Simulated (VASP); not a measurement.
Crystal: Ta3N.

```xyz
4
Lattice="2.9703 0.0000 0.0000 -1.4852 2.5724 0.0000 0.0000 0.0000 7.3705" Properties=species:S:1:pos:R:3 pbc="T T T"
Ta    1.4852    0.8575    6.0886
Ta    0.0000    1.7149    1.2820
Ta    0.0000    0.0000    3.6853
N     0.0000    0.0000    0.0000
```

Base run:

* Program: VASP 6.6.1
* Functional: PBEsol
* Potentials or basis: VASP PAW PBE potentials, release 64 (Ta_pv, N)
* Cutoff: 520 eV
* k mesh: 10 × 10 × 4
* Occupations: fermi-dirac, width 0.05 eV
* Spin: no spin polarisation

Its results: band gap on the k mesh zero (band 19 reaches 7.55 eV, above the bottom of band 20 at 6.77 eV); pressure 8.8 GPa; largest force 0.086 eV/Å.

Question: The run is repeated on the same cell with these changes: functional from PBEsol to r2SCAN. What comes out?

Answer: Band gap on the k mesh zero (band 19 reaches 7.59 eV, above the bottom of band 20 at 6.85 eV); pressure 14.5 GPa; largest force 0.423 eV/Å.

Caveats: the PAW data sets were made with another functional, which shifts forces and pressure a little; spin-orbit coupling is left out, which moves the levels of the heavy elements.
